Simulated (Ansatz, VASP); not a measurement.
Ti: VASP beside Ansatz

File INCAR:

```
PREC = Accurate
ENCUT = 520
EDIFF = 1E-6
ISMEAR = 0
SIGMA = 0.1
LREAL = False
LASPH = True
NELM = 60
ALGO = Fast
ISIF = 2
LWAVE = False
LCHARG = False
GGA = PS
NBANDS = 12
```

KPOINTS

```
regular mesh
0
Gamma
  18 18 18
```

Contents of POSCAR:

```
Ti
1.0
    0.0000000000      2.0676944089      2.0676944089
    2.0676944089      0.0000000000      2.0676944089
    2.0676944089      2.0676944089      0.0000000000
Ti
1
Direct
    0.0000000000      0.0000000000      0.0000000000
```

Input for Ansatz:

```yaml
crystal:
  lattice:
    - [0.0, 2.0676944087, 2.0676944087]
    - [2.0676944087, 0.0, 2.0676944087]
    - [2.0676944087, 2.0676944087, 0.0]
  atoms:
    - { symbol: Ti, position: [0.0, 0.0, 0.0] }
basis:
  ecutwfc: 420
kpoints:
  mp_grid: { grid: [18, 18, 18] }
hamiltonian:
  xc: pbesol
scf:
  occupations: { method: gaussian, width: 0.1 }
output:
  forces: true
  stress: true
  eigenvalues: true
```

Alike in both runs: task single point; functional PBEsol; k mesh 18 × 18 × 18; occupations gaussian, width 0.1 eV; no spin polarisation.

|  | VASP | Ansatz |
| --- | --- | --- |
| version | VASP 6.6.1 | Ansatz 0.2.0 |
| potentials or method | VASP PAW PBE potentials, release 64 (Ti_sv), cutoff 520 eV | scalar-relativistic, plane waves, PAW |
| valence electrons in the cell | 12 | 12 |

Ansatz gave:

```
gap on the k mesh at the Fermi level (eV) : none
pressure (GPa)                            : -6.0
```

Question: What did VASP give for the same quantities?

Answer: gap on the k mesh at the Fermi level (eV): none; pressure (GPa): -6.2.

VASP's potentials were made for PBE, not for PBEsol. A gap of «none» marks a metal or a gap that the smearing closes.
